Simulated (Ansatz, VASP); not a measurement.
**One calculation of BaTiO3, two programs**

```
Ba Ti O
1.0
     3.97275    0.00000    0.00000
     0.00000    3.97275    0.00000
     0.00000    0.00000    4.11141
Ba Ti O
1 1 3
Direct
  0.50000 0.50000 0.58497
  0.00000 0.00000 0.10308
  0.00000 0.50000 0.06296
  0.50000 0.00000 0.06296
  0.00000 0.00000 0.54603
```

Alike in both runs: functional r2SCAN; k mesh 8 × 8 × 8; occupations gaussian, width 0.02 eV; no spin polarisation.

Ansatz relaxed the structure, and its values are those at the end. VASP's run is a single point on that final structure, the one shown.

|  | VASP | Ansatz |
| --- | --- | --- |
| version | VASP 6.6.1 | Ansatz 0.2.0 |
| potentials or method | VASP PAW PBE potentials, release 64 (Ba_sv, Ti_sv, O), cutoff 520 eV | scalar-relativistic, plane waves, PAW |
| valence electrons in the cell | 40 | 40 |

```tsv
	VASP	Ansatz	Ansatz less VASP
gap on the k mesh at the Fermi level (eV)	2.21	2.23	+0.019
least direct gap on the mesh (eV)	2.71	2.70	-0.011
pressure (GPa)	1.9	0.0	-1.93
rms of the force components (eV/Å)	0.062	0.002	-0.0604
```

VASP's potentials were made for PBE, not for r2SCAN. With one functional, cell and mesh, what is left measures potentials, basis and numerics.

Neither program's run includes spin-orbit coupling.
